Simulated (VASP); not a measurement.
Set up this calculation in VASP 6.6.1, as the native input.

| Quantity | Value |
| --- | --- |
| Task | single point |
| Functional | LDA |
| Potentials or basis | VASP PAW LDA potentials, release 64 (Se) |
| Cutoff | 520 eV |
| k mesh | 7 × 7 × 6 |
| Occupations | fermi-dirac, width 0.05 eV |
| Spin | no spin polarisation |
| Dipole correction | no |
| Further INCAR settings | ALGO = Normal; EDIFF = 1e-06; NBANDS = 16 |

The structure of Se lies in POSCAR:

```
Se
1.0
    3.9487457973      0.0000000000      0.0000000000
   -1.9743728987      3.4197141736      0.0000000000
    0.0000000000      0.0000000000      5.1199531133
Se
3
Direct
    0.7449412406      0.7449412406      0.0000000000
    0.0000000000      0.2550587594      0.6666666667
    0.2550587594      0.0000000000      0.3333333333
```

These files were run (other wordings do the same):

INCAR

```
PREC     = Accurate       # precision mode
ENCUT    = 520            # plane-wave cutoff, eV
EDIFF    = 1E-6           # SCF threshold, eV
ISMEAR   = -1             # smearing method
SIGMA    = 0.05           # smearing width, eV
LREAL    = F              # projectors in reciprocal space
LASPH    = T              # aspherical terms in the spheres
NELM     = 80             # most SCF steps
ALGO     = Normal         # electronic algorithm
ISIF     = 2              # what is computed and relaxed
LWAVE    = F              # write WAVECAR
LCHARG   = F              # write CHGCAR
GGA      = CA             # functional
NBANDS   = 16             # bands
```

KPOINTS

```
regular mesh
0
Gamma
  7 7 6
```

Potentials or basis: VASP PAW LDA potentials, release 64 (Se).

Run with:

```console
$ cat potpaw_LDA.64/Se/POTCAR > POTCAR
$ mpirun -np 1 vasp_std > vasp.out
```

It gave:

| Item | Value |
| --- | --- |
| Pressure | 0.2 GPa |
| Largest force | 0.039 eV/Å |
| Band gap on the k mesh | 0.83 eV (least direct gap 1.04 eV) |

Caveat: an odd mesh through Γ misses points on the zone boundary, where band edges can lie.

It took 13 s on 1 thread of Intel(R) Xeon(R) 6975P-C (Granite Rapids), with other jobs on the host, peak memory 0.17 GiB.
